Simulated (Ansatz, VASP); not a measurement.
**Two plane-wave programs on GaN**

```xyz
4
Lattice="3.1831 0.0000 0.0000 -1.5916 2.7567 0.0000 0.0000 0.0000 5.1836" Properties=species:S:1:pos:R:3 pbc="T T T"
Ga    0.0000    1.8378   -0.0046
Ga    1.5916    0.9189    2.5872
N     0.0000    1.8378    1.9485
N     1.5916    0.9189    4.5403
```

Alike in both runs: task single point; functional PBE; k mesh 12 × 12 × 6; non-collinear spin, spin-orbit coupling.

|  | VASP | Ansatz |
| --- | --- | --- |
| version | VASP 6.6.1 | Ansatz 0.2.0 |
| potentials or method | VASP PAW PBE potentials, release 64 (Ga_d, N) | plane waves, PAW |
| plane-wave cutoff (eV) | 520 | 420 |
| occupations | gaussian, width 0.01 eV | fixed |
| valence electrons in the cell | 36 | 36 |

Ansatz gave:

```
pressure (GPa)                                                : 6.2
traceless stress, the component that is largest in VASP (GPa) : 0.06
net moment per atom (μB)                                      : 0.00
```

Question: Estimate VASP's values.

Answer: Pressure (GPa): 6.3; traceless stress, the component that is largest in VASP (GPa): 0.09; net moment per atom (μB): 0.00.
